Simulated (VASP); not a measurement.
# Pt (P6_3/mmc) in VASP: further runs

Runs on Pt. Level: PBEsol. Tasks: single point.

All numbers are computed with VASP 6.6.1; they aren't measurements. Logs are shortened: lines on timing, memory, paths and dates and some standing lists are left out, and cuts for length are marked.

### 1 The cell of the first run

It takes space group P6_3/mmc (No. 194, hexagonal). The conventional cell has a = 2.725 Å, b = 2.725 Å, c = 4.628 Å, α = 90.00°, β = 90.00°, γ = 120.00°. Within 3.6 Å of Pt (site symmetry -6m2) lie 12 Pt at 2.73 to 2.80 Å.

This isn't the form of Pt at room conditions, which is fcc.

### 2 Single point, PBEsol

Contents of INCAR:

```
  ALGO = Normal
  EDIFF = 1E-7
  ENCUT = 520
  GGA = PS
  ISIF = 2
  ISMEAR = 0
  LASPH = T
  LCHARG = F
  LREAL = F
  LWAVE = F
  NBANDS = 17
  NELM = 80
  PREC = Accurate
  SIGMA = 0.15
```

Contents of KPOINTS:

```
k-points
0
Gamma
  18 18 10
```

Contents of POSCAR:

```
Pt
1.0
    2.7251897179      0.0000000000      0.0000000000
   -1.3625948590      2.3600835258      0.0000000000
    0.0000000000      0.0000000000      4.6285000000
Pt
2
Direct
    0.6666666667      0.3333333333      0.7500000000
    0.3333333333      0.6666666667      0.2500000000
```

Potentials or basis: VASP PAW PBE potentials, release 64 (Pt).

Command:

```console
> cat potpaw_PBE.64/Pt/POTCAR > POTCAR
> mpirun -np 1 vasp_std > vasp.out
```

OUTCAR:

```text
EDIFF = 1E-7
   ENCUT = 520
   GGA = PS
   ISIF = 2
   ISMEAR = 0
   LASPH = T
   LREAL = F
   NELM = 80
   PREC = Accurate

 ion  position               nearest neighbor table
   1  0.667  0.333  0.750-   2 2.80   2 2.80   2 2.80   2 2.80   2 2.80   2 2.80
   2  0.333  0.667  0.250-   1 2.80   1 2.80   1 2.80   1 2.80   1 2.80   1 2.80

  LATTYP: Found a hexagonal cell.
 ALAT       =     2.7251897179
 C/A-ratio  =     1.6984138644

  Lattice vectors:

 A1 = (   2.7251897179,   0.0000000000,   0.0000000000)
 A2 = (  -1.3625948590,   2.3600835258,   0.0000000000)
 A3 = (   0.0000000000,   0.0000000000,   4.6285000000)

Analysis of symmetry for initial positions (statically):
=====================================================================
 Subroutine PRICEL returns:
 Original cell was already a primitive cell.

 Routine SETGRP: Setting up the symmetry group for a
 hexagonal supercell.

 Subroutine GETGRP returns: Found 24 space group operations
 (whereof 12 operations were pure point group operations)
 out of a pool of 24 trial point group operations.

The static configuration has the point symmetry D_3d.
 The point group associated with its full space group is D_6h.

Analysis of symmetry for dynamics (positions and initial velocities):
=====================================================================
 Subroutine PRICEL returns:
 Original cell was already a primitive cell.

 Routine SETGRP: Setting up the symmetry group for a
 hexagonal supercell.

 Subroutine GETGRP returns: Found 24 space group operations
 (whereof 12 operations were pure point group operations)
 out of a pool of 24 trial point group operations.

The dynamic configuration has the point symmetry D_3d.
 The point group associated with its full space group is D_6h.

 Subroutine INISYM returns: Found 24 space group operations
 (whereof 12 operations are pure point group operations),
 and found     1 'primitive' translations

----------------------------------------------------------------------------------------

                                     Primitive cell

  volume of cell :      29.7690

  direct lattice vectors                    reciprocal lattice vectors
     2.725189718  0.000000000  0.000000000     0.366946930  0.211856909  0.000000000
    -1.362594859  2.360083526  0.000000000     0.000000000  0.423713817  0.000000000
     0.000000000  0.000000000  4.628500000     0.000000000  0.000000000  0.216052717

  length of vectors
     2.725189718  2.725189718  4.628500000     0.423713817  0.423713817  0.216052717

  position of ions in fractional coordinates (direct lattice)
     0.666666667  0.333333333  0.750000000
     0.333333333  0.666666667  0.250000000

  ion indices of the primitive-cell ions
   primitive index   ion index
                 1           1
                 2           2

----------------------------------------------------------------------------------------

 KPOINTS: k-points

Automatic generation of k-mesh.
 Grid dimensions read from file:
 generate k-points for:   18   18   10

 Generating k-lattice:

  Cartesian coordinates                     Fractional coordinates (reciprocal lattice)
     0.020385941  0.011769828  0.000000000     0.055555556 -0.000000000  0.000000000
     0.000000000  0.023539657  0.000000000     0.000000000  0.055555556  0.000000000
     0.000000000  0.000000000  0.021605272     0.000000000  0.000000000  0.100000000

  Length of vectors
     0.023539657  0.023539657  0.021605272

  Shift w.r.t. Gamma in fractional coordinates (k-lattice)
     0.000000000  0.000000000  0.000000000

 Subroutine IBZKPT returns following result:
 ===========================================

 Found    222 irreducible k-points:

 Following reciprocal coordinates:
            Coordinates               Weight
  0.000000  0.000000  0.000000      1.000000
  0.055556 -0.000000  0.000000      6.000000
  0.111111 -0.000000  0.000000      6.000000
  0.166667 -0.000000  0.000000      6.000000
  0.222222 -0.000000  0.000000      6.000000
  0.277778 -0.000000  0.000000      6.000000
[... 16 lines left out ...]
  0.333333  0.111111  0.000000     12.000000
  0.388889  0.111111  0.000000     12.000000
 [... further k-points ...]
   k-points           NKPTS =    222   k-points in BZ     NKDIM =    222   number of bands    NBANDS=     17
   number of dos      NEDOS =    301   number of ions     NIONS =      2
   total plane-waves  NPLWV =  14400
   dimension x,y,z NGX =    20 NGY =   20 NGZ =   36
   dimension x,y,z NGXF=    40 NGYF=   40 NGZF=   72
   ions per type =               2
   NGX,Y,Z   is equivalent  to a cutoff of  12.20, 12.20, 12.93 a.u.
   NGXF,Y,Z  is equivalent  to a cutoff of  24.40, 24.40, 25.86 a.u.
 SYSTEM =  unknown system
   PREC   = accura    normal or accurate (medium, high low for compatibility)
   ISTART =      0    job   : 0-new  1-cont  2-samecut
   ICHARG =      2    charge: 1-file 2-atom 10-const
   ISPIN  =      1    spin polarized calculation?
   LNONCOLLINEAR =      F non collinear calculations
   LSORBIT =      F    spin-orbit coupling
   LASPH  =      T    aspherical Exc in radial PAW
   ENCUT  =  520.0 eV  38.22 Ry    6.18 a.u.   5.07  5.07  8.61*2*pi/ulx,y,z
   NELM   =     80;   NELMIN=  2; NELMDL= -5     # of ELM steps
   EDIFF  = 0.1E-06   stopping-criterion for ELM
   LREAL  =      F    real-space projection
   EDIFFG = 0.1E-05   stopping-criterion for IOM
   NSW    =      0    number of steps for IOM
   IBRION =     -1    ionic relax: 0-MD 1-quasi-New 2-CG
   NFREE  =      0    steps in history (QN), initial steepest desc. (CG)
   ISIF   =      2    stress and relaxation
   ISYM   =      2    0-nonsym 1-usesym 2-fastsym
   POTIM  = 0.5000    time-step for ionic-motion
   TEBEG  =    0.0;   TEEND  =   0.0 temperature during run
   PSTRESS=    0.0 pullay stress
   NELECT =      20.0000    total number of electrons
   NUPDOWN=      -1.0000    fix difference up-down
   EMIN   =  10.00;   EMAX   =-10.00  energy-range for DOS
   EFERMI =   0.00;   METHOD = LEGACY
   ISMEAR =     0;   SIGMA  =   0.15  broadening in eV -4-tet -1-fermi 0-gaus
   EFERMI_NEDOS =   21; number of points for ismear=-14 and -15
   IALGO  =     38    algorithm
   IMIX   =      4    mixing-type and parameters
     AMIX     =   0.40;   BMIX     =  1.00
     AMIX_MAG =   1.60;   BMIX_MAG =  1.00
  volume/ion in A,a.u.               =      14.88       100.45
  Fermi-wavevector in a.u.,A,eV,Ry     =   1.433827  2.709540 27.971665  2.055859
  Thomas-Fermi vector in A             =   2.553302
   LORBIT       =      0    0 simple, 1 ext, 2 COOP (PROOUT), +10 PAW based schemes
   GGA     = PS    functional components
   LHFCALC =     F    Hartree Fock is set to
   AEXX    =    0.0000 exact exchange contribution
   IVDW    =     0    specifies the selected vdW correction
   LEPSILON=     F    determine dielectric tensor
   LRPA    =     F    only Hartree local field effects (RPA)
 non-spin polarized calculation
 Gauss-broadening in eV      SIGMA  =   0.15
  energy-cutoff  :      520.00
  volume of cell :       29.77
 maximum number of plane-waves:       825
   NGX = 11   NGY = 11   NGZ = 17

 number of electron      19.9999999 magnetization

 Free energy of the ion-electron system (eV)
  ---------------------------------------------------
  ext. energy  EPLUGINS =         0.00000000
  ---------------------------------------------------
  free energy    TOTEN  =       -13.81166060 eV

  energy without entropy =      -13.76899619  energy(sigma->0) =      -13.79032839

 E-fermi :  11.3327     XC(G=0): -13.7032

 val. band max:       11.3324786974   @ k =   0.3889   0.0556   0.5000
 cond. band min:      11.3330638478   @ k =   0.1667  -0.0000   0.4000
 fundamental gap:      0.0005851503
 Fermi energy:        11.3327384492

 k-point     1 :       0.0000    0.0000    0.0000
  band No.  band energies     occupation
      1       0.9036      2.00000
      2       3.7076      2.00000
      3       7.1467      2.00000
      4       7.5677      2.00000
      5       7.5677      2.00000
      6       8.0130      2.00000
[... 9 lines left out ...]
     16      28.6514      0.00000
     17      32.6701      0.00000

 k-point     2 :       0.0556   -0.0000    0.0000
  band No.  band energies     occupation
      1       1.0202      2.00000
      2       3.8141      2.00000
      3       7.1051      2.00000
      4       7.5903      2.00000
      5       7.6591      2.00000
      6       7.9530      2.00000
[... 9 lines left out ...]
     16      28.8232      0.00000
     17      32.0387      0.00000

 k-point     3 :       0.1111   -0.0000    0.0000
  band No.  band energies     occupation
      1       1.3612      2.00000
      2       4.1144      2.00000
      3       6.9517      2.00000
      4       7.6568      2.00000
      5       7.8551      2.00000
      6       7.9290      2.00000
[... 9 lines left out ...]
     16      29.1014      0.00000
     17      30.7959      0.00000

 k-point     4 :       0.1667   -0.0000    0.0000
  band No.  band energies     occupation
      1       1.8978      2.00000
      2       4.5331      2.00000
      3       6.7480      2.00000
      4       7.4852      2.00000
      5       7.6318      2.00000
      6       8.0965      2.00000
[... 9 lines left out ...]
     16      29.0402      0.00000
     17      29.4724      0.00000
[... 343 lines left out ...]
      1       4.2111      2.00000
      2       5.1047      2.00000
      3       5.7299      2.00000
      4       6.7741      2.00000
      5       7.5679      2.00000
      6       7.5841      2.00000
[... 9 lines left out ...]
     16      26.4986      0.00000
     17      27.6637      0.00000

 k-point    23 :       0.3333    0.1111    0.0000
  band No.  band energies     occupation
      1       4.5721      2.00000
      2       4.9001      2.00000
      3       5.3990      2.00000
      4       7.2076      2.00000
      5       7.4971      2.00000
      6       7.9540      2.00000
[... 9 lines left out ...]
     16      25.5564      0.00000
     17      25.8974      0.00000

 k-point    24 :       0.3889    0.1111    0.0000
  band No.  band energies     occupation
      1       4.6885      2.00000
      2       4.7792      2.00000
      3       5.1969      2.00000
      4       7.5100      2.00000
      5       7.6772      2.00000
      6       7.8001      2.00000
[... 9 lines left out ...]
     16      23.9152      0.00000
     17      25.4470      0.00000

 [... further k-points ...]

------------------------ aborting loop because EDIFF is reached ----------------------------------------

  FORCE on cell =-STRESS in cart. coord.  units (eV):
  Direction    XX          YY          ZZ          XY          YZ          ZX
  --------------------------------------------------------------------------------------
  -------------------------------------------------------------------------------------
  Total        0.6467724      0.6467724      1.1381178     -0.0000000     -0.0000000      0.0000000
  in kB       34.8094933     34.8094933     61.2538557     -0.0000000     -0.0000000      0.0000000
  external PRESSURE =      43.6242807 kB  Pullay stress =       0.0000000 kB

 VOLUME and BASIS-vectors are now :
 -----------------------------------------------------------------------------
  energy-cutoff  :      520.00
  volume of cell :       29.77
      direct lattice vectors                 reciprocal lattice vectors
     2.725189718  0.000000000  0.000000000     0.366946930  0.211856909  0.000000000
    -1.362594859  2.360083526  0.000000000     0.000000000  0.423713817  0.000000000
     0.000000000  0.000000000  4.628500000     0.000000000  0.000000000  0.216052717

 POSITION                                       TOTAL-FORCE (eV/Angst)
 -----------------------------------------------------------------------------------
      1.36259      0.78669      3.47138        -0.000000      0.000000      0.000000
     -0.00000      1.57339      1.15712         0.000000     -0.000000      0.000000
 -----------------------------------------------------------------------------------
    total drift:                               -0.000000      0.000000     -0.000000

  FREE ENERGIE OF THE ION-ELECTRON SYSTEM (eV)
  ---------------------------------------------------
  free  energy   TOTEN  =       -13.8116606008 eV

  energy  without entropy=      -13.7689961862  energy(sigma->0) =      -13.79032839
```

It took 33 s on 1 thread of Intel Xeon 6975P-C (Granite Rapids), shared host; peak memory 0.2 GiB.

What came out:

```yaml
Free_energy: -13.8117 eV
Pressure: 4.4 GPa
Band_gap_on_the_k_mesh: zero (bands 10 and 11 overlap by 1.38 eV)
```

Levels at points of the mesh, in eV from the Fermi level:
```
           k point  band 6  band 7  band 8  band 9  band 10  band 11  band 12  band 13  band 14  band 15
(0.00, 0.00, 0.00)   -3.32   -3.32   -2.15   -2.15    -0.90    -0.26    -0.26     5.32    14.87    15.97
(0.50, 0.00, 0.00)   -3.18   -3.03    0.09    0.22     0.48     2.31     3.84     7.55     9.23    10.05
(0.00, 0.00, 0.50)   -3.78   -3.78   -3.78   -0.90    -0.90    -0.90    -0.90    12.72    12.72    15.45
(0.50, 0.00, 0.50)   -2.08   -1.03   -1.03    0.37     0.37     1.63     1.63     6.78     6.78    14.63
```

Caveat: the cell stands under pressure; the PAW data sets were made with another functional, which shifts forces and pressure a little; spin-orbit coupling is left out, which moves the levels of the heavy elements.

### 3 Single point, PBEsol

This run uses another cell than the first one, of 15.06 Å³/atom.

Contents of INCAR:

```
  PREC = Accurate
  ENCUT = 520
  EDIFF = 1E-6
  ISMEAR = 0
  SIGMA = 0.15
  LREAL = False
  LASPH = True
  NELM = 60
  ALGO = Fast
  ISIF = 2
  LWAVE = False
  LCHARG = False
  GGA = PS
  NBANDS = 17
```

Contents of KPOINTS:

```
Automatic mesh
0
Gamma
  18 18 10
```

Contents of POSCAR:

```
Pt
1.0
    2.7888000000      0.0000000000      0.0000000000
   -1.3944000000      2.4151716461      0.0000000000
    0.0000000000      0.0000000000      4.4716000000
Pt
2
Direct
    0.6666666667      0.3333333333      0.7500000000
    0.3333333333      0.6666666667      0.2500000000
```

Potentials or basis: VASP PAW PBE potentials, release 64 (Pt).

Command:

```console
> cat potpaw_PBE.64/Pt/POTCAR > POTCAR
> mpirun -np 1 vasp_std > vasp.out
```

Wall time 40 s (1 thread of Intel Xeon 6975P-C (Granite Rapids), shared host); peak memory 0.22 GiB.

It converged, with:

* Free energy: -13.7647 eV
* Pressure: 1.3 GPa
* Band gap on the k mesh: zero (bands 10 and 11 overlap by 1.25 eV)

Stress tensor (GPa, compression positive):
```
-2.24  0.00  0.00
 0.00 -2.24  0.00
 0.00  0.00  8.37
```

Levels at points of the mesh, in eV from the Fermi level:
| k point | band 8 | band 9 | band 10 | band 11 | band 12 | band 13 |
| --- | --- | --- | --- | --- | --- | --- |
| (0.00, 0.00, 0.00) | -2.56 | -2.56 | -0.40 | -0.31 | -0.31 | 5.99 |
| (0.50, 0.00, 0.00) | -0.07 | 0.26 | 0.28 | 2.13 | 3.51 | 7.72 |
| (0.00, 0.00, 0.50) | -3.81 | -0.94 | -0.94 | -0.94 | -0.94 | 13.61 |
| (0.50, 0.00, 0.50) | -1.05 | 0.14 | 0.14 | 1.60 | 1.60 | 6.48 |

Caveat: the stress differs along the axes, from -2 to 8 GPa; the PAW data sets were made with another functional, which shifts forces and pressure a little; spin-orbit coupling is left out, which moves the levels of the heavy elements.
